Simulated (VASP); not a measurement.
A run of VASP 6.6.1 is set up as follows.

INCAR

```
SYSTEM = Rh
PREC     = Accurate       ! precision mode
ENCUT    = 520            ! plane-wave cutoff, eV
EDIFF    = 1E-6           ! SCF threshold, eV
ISMEAR   = 0              ! smearing method
SIGMA    = 0.1            ! smearing width, eV
LREAL    = .False.        ! projectors in reciprocal space
LASPH    = .True.         ! aspherical terms in the spheres
NELM     = 100            ! most SCF steps
ALGO     = Normal         ! electronic algorithm
ISIF     = 2              ! what is computed and relaxed
LWAVE    = .False.        ! write WAVECAR
LCHARG   = .False.        ! write CHGCAR
GGA      = PE             ! functional
NBANDS   = 22             ! bands
```

KPOINTS

```
Automatic mesh
0
Gamma
  18 18 10
  0 0 0
```

POSCAR

```
Rh
1.0
    2.7247891234      0.0000000000      0.0000000000
   -1.3623945617      2.3597366008      0.0000000000
    0.0000000000      0.0000000000      4.3848426963
Rh
2
Direct
    0.6666666667      0.3333333333      0.7500000000
    0.3333333333      0.6666666667      0.2500000000
```

Potentials or basis: VASP PAW PBE potentials, release 64 (Rh_pv).

The run is started by

```sh
$ cat potpaw_PBE.64/Rh_pv/POTCAR > POTCAR
$ mpirun -np 1 vasp_std > vasp.out
```

Task: Estimate the band gap on the k mesh.

Result: Zero (band 15 reaches 12.15 eV, above the bottom of band 16 at 9.84 eV).

Task: Estimate the pressure.

Result: 0.0 GPa.
